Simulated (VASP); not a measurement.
Here is a VASP 6.6.1 calculation.

File INCAR:

```
SYSTEM = Fe
  PREC = Accurate
  ENCUT = 520
  EDIFF = 1E-6
  ISMEAR = -1
  SIGMA = 0.1
  LREAL = .FALSE.
  LASPH = .TRUE.
  NELM = 60
  ALGO = Normal
  ISIF = 2
  LWAVE = .FALSE.
  LCHARG = .FALSE.
  GGA = PS
  NBANDS = 10
```

The input KPOINTS:

```
regular mesh
0
G
  18 18 18
  0 0 0
```

The input POSCAR:

```
Fe
1.0
    0.0000000000      1.6322761964      1.6322761964
    1.6322761964      0.0000000000      1.6322761964
    1.6322761964      1.6322761964      0.0000000000
Fe
1
Direct
    0.0000000000      0.0000000000      0.0000000000
```

Potentials or basis: VASP PAW PBE potentials, release 64 (Fe).

The run is started by

```bash
$ cat potpaw_PBE.64/Fe/POTCAR > POTCAR
$ mpirun -np 1 vasp_std > vasp.out
```

**Question.** Predict the band gap on the k mesh.

**Answer.** Zero (band 4 reaches 10.26 eV, above the bottom of band 5 at 7.73 eV).

**Question.** What does it give for the pressure?

**Answer.** 53.7 GPa.

Caveat: the PAW data sets were made with another functional, which shifts forces and pressure a little; the run has no spin polarisation, though such a crystal can be magnetic. Spin polarisation is off, so any magnetic state and its effect on volume and gap are missing.
